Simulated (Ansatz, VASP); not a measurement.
WSe2: VASP beside Ansatz

File INCAR:

```
SYSTEM = WSe2
PREC     = Accurate       ! precision mode
ENCUT    = 450            ! plane-wave cutoff, eV
EDIFF    = 1E-7           ! SCF threshold, eV
ISMEAR   = 0              ! smearing method
SIGMA    = 0.01           ! smearing width, eV
LREAL    = .FALSE.        ! projectors in reciprocal space
LASPH    = .TRUE.         ! aspherical terms in the spheres
NELM     = 120            ! most SCF steps
ALGO     = Normal         ! electronic algorithm
ISIF     = 2              ! what is computed and relaxed
LWAVE    = .FALSE.        ! write WAVECAR
LCHARG   = .FALSE.        ! write CHGCAR
GGA      = PE             ! functional
IBRION   = 2              ! ionic algorithm
NSW      = 80             ! ionic steps
EDIFFG   = -0.003         ! ionic threshold
GGA_COMPAT= .FALSE.      
NELMIN   = 4
```

Contents of KPOINTS:

```
Automatic mesh
0
G
  10 10 3
  0 0 0
```

Contents of POSCAR:

```
WSe2
1.0
    3.2820020026      0.0000000000      0.0000000000
   -1.6410010013      2.8422971095      0.0000000000
    0.0000000000      0.0000000000     12.9600000000
W Se
2 4
Direct
    0.3333333333      0.6666666667      0.2500000000
    0.6666666667      0.3333333333      0.7500000000
    0.3333333333      0.6666666667      0.6211000000
    0.6666666667      0.3333333333      0.1211000000
    0.3333333333      0.6666666667      0.8789000000
    0.6666666667      0.3333333333      0.3789000000
```

Input for Ansatz:

```yaml
crystal:
  lattice:
    - [3.2820020026, 0.0, 0.0]
    - [-1.6410010013, 2.8422971095, 0.0]
    - [0.0, 0.0, 12.96]
  atoms:
    - { symbol: W, position: [0.3333333333, 0.6666666667, 0.25] }
    - { symbol: W, position: [0.6666666667, 0.3333333333, 0.75] }
    - { symbol: Se, position: [0.3333333333, 0.6666666667, 0.6211] }
    - { symbol: Se, position: [0.6666666667, 0.3333333333, 0.1211] }
    - { symbol: Se, position: [0.3333333333, 0.6666666667, 0.8789] }
    - { symbol: Se, position: [0.6666666667, 0.3333333333, 0.3789] }
scf:
  occupations: { method: fixed }
output:
  forces: true
  stress: true
  eigenvalues: true
  write_density: true
  write_potential: true
  elf: true
  volumetric_format: npy
kpoints:
  mp_grid: { grid: [10, 10, 3] }
hamiltonian:
  xc: pbe
relax:
  f_tol: 0.003
  max_steps: 60
```

Alike in both runs: task relaxation of the atoms; functional PBE; k mesh 10 × 10 × 3; no spin polarisation.

|  | VASP | Ansatz |
| --- | --- | --- |
| version | VASP 6.6.1 | Ansatz 0.2.0 |
| potentials or method | VASP PAW PBE potentials, release 64 (W_sv, Se) | scalar-relativistic, plane waves, PAW |
| plane-wave cutoff (eV) | 450 | 420 |
| occupations | gaussian, width 0.01 eV | fixed |
| valence electrons in the cell | 52 | 92 |

```csv
,VASP,Ansatz,Ansatz less VASP
"gap on the k mesh at the Fermi level, each at its own relaxed structure (eV)",0.98,0.98,+0.008
```

VASP's potentials hold 52 valence electrons a cell and Ansatz's 92, so a difference there can come from the potentials and not from the codes. Ansatz's warnings: stress scf threshold loose.

Neither program's run includes spin-orbit coupling.
